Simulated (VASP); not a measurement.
**Ir: single point with r2SCAN**

Crystal: Ir.

```
CELL_PARAMETERS angstrom
2.75138 0.00000 0.00000
-1.37569 2.38276 0.00000
0.00000 0.00000 4.46229
ATOMIC_POSITIONS crystal
Ir 0.66667 0.33333 0.75000
Ir 0.33333 0.66667 0.25000
```

| Quantity | Value |
| --- | --- |
| Program | VASP 6.6.1 |
| Task | single point |
| Functional | r2SCAN |
| Potentials or basis | VASP PAW PBE potentials, release 64 (Ir) |
| Cutoff | 520 eV |
| k mesh | 5 × 5 × 3 |
| Occupations | fermi-dirac, width 0.15 eV |
| Spin | no spin polarisation |

```json
{
  "Pressure": "-4.7 GPa",
  "Band gap on the k mesh": "zero (band 9 reaches 10.20 eV, above the bottom of band 10 at 7.69 eV)"
}
```

Stress tensor (GPa, compression positive):
```
-4.50  0.00  0.00
 0.00 -4.50  0.00
 0.00  0.00 -5.12
```

Levels at points of the mesh, in eV from the Fermi level:
| k point | band 6 | band 7 | band 8 | band 9 | band 10 | band 11 | band 12 | band 13 |
| --- | --- | --- | --- | --- | --- | --- | --- | --- |
| (0.00, 0.00, 0.00) | -3.29 | -3.29 | -2.44 | -2.44 | -0.76 | 0.18 | 0.18 | 7.09 |

Run time: 26 s on 1 thread of Intel Xeon 6975P-C (shared host), peak memory 0.14 GiB.

Caveat: the k points lie up to 0.53 Å⁻¹ apart; the PAW data sets were made with another functional, which shifts forces and pressure a little; spin-orbit coupling is left out, which moves the levels of the heavy elements.
